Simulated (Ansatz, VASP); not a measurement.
**Hf3ZrS8: VASP beside Ansatz**

```
Zr Hf S
1.0
     7.16230    0.00000    0.00000
    -3.58115    6.20273    0.00000
     0.00000    0.00000    5.95821
Zr Hf S
1 3 8
Direct
  0.00000 0.00000 0.00000
  0.00000 0.50000 0.00000
  0.50000 0.00000 0.00000
  0.50000 0.50000 0.00000
  0.33333 0.16667 0.76395
  0.33333 0.66667 0.76395
  0.83333 0.16667 0.76395
  0.83333 0.66667 0.76395
  0.16667 0.33333 0.23605
  0.16667 0.83333 0.23605
  0.66667 0.33333 0.23605
  0.66667 0.83333 0.23605
```

Alike in both runs: task relaxation of cell and atoms; functional PBE; k mesh 3 × 3 × 4; occupations gaussian, width 0.1 eV; no spin polarisation.

|  | VASP | Ansatz |
| --- | --- | --- |
| version | VASP 6.6.1 | Ansatz 0.2.0 |
| potentials or method | VASP PAW PBE potentials, release 64 (Zr_sv, Hf_pv, S), cutoff 600 eV | scalar-relativistic, plane waves, PAW |
| valence electrons in the cell | 90 | 138 |

Ansatz gave:

| Property | Result |
| --- | --- |
| gap on the k mesh at the Fermi level, each at its own relaxed structure (eV) | 1.17 |
| relaxed volume (Å³/atom) | 25.52 |
| relaxed cell length with the largest relative difference (Å) | 6.588 |

What did VASP give for the same quantities?

gap on the k mesh at the Fermi level, each at its own relaxed structure (eV): 1.18; relaxed volume (Å³/atom): 25.59; relaxed cell length with the largest relative difference (Å): 6.623.

VASP's potentials hold 90 valence electrons a cell and Ansatz's 138, so a difference there can come from the potentials and not from the codes.

Neither program's run includes spin-orbit coupling. Noted on VASP's run: the volume moved by over 15 % at a fixed basis, so the end points are rough.
